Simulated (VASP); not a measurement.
A run of VASP 6.6.1 is set up as follows.

Contents of INCAR:

```
SYSTEM = TiAl3
PREC     = Accurate       ! precision mode
ENCUT    = 520            ! plane-wave cutoff, eV
EDIFF    = 1E-6           ! SCF threshold, eV
ISMEAR   = 0              ! smearing method
SIGMA    = 0.1            ! smearing width, eV
LREAL    = .False.        ! projectors in reciprocal space
LASPH    = .True.         ! aspherical terms in the spheres
NELM     = 100            ! most SCF steps
ALGO     = Fast           ! electronic algorithm
ISIF     = 2              ! what is computed and relaxed
LWAVE    = .False.        ! write WAVECAR
LCHARG   = .True.         ! write CHGCAR
GGA      = PE             ! functional
LELF     = .True.         ! ELF
LVHAR    = .True.       
NBANDS   = 18             ! bands
```

The input KPOINTS:

```
Automatic mesh
0
Gamma
  16 16 6
  0 0 0
```

File POSCAR:

```
TiAl3
1.0
    2.7947800000      0.0000000000      0.0000000000
    0.0000000000      2.7947800000      0.0000000000
    0.0000000000      0.0000000000      9.3393154558
Ti Al
1 3
Direct
    0.0000000000      0.0000000000      0.5000000000
    0.5000000000      0.5000000000      0.7151542468
    0.5000000000      0.5000000000      0.2848457532
    0.5000000000      0.5000000000      0.0000000000
```

Potentials or basis: VASP PAW PBE potentials, release 64 (Ti_sv, Al).

Run with:

```bash
$ cat potpaw_PBE.64/Ti_sv/POTCAR potpaw_PBE.64/Al/POTCAR > POTCAR
$ mpirun -np 1 vasp_std > vasp.out
```

Q: What does it give for the pressure?

A: 0.0 GPa.
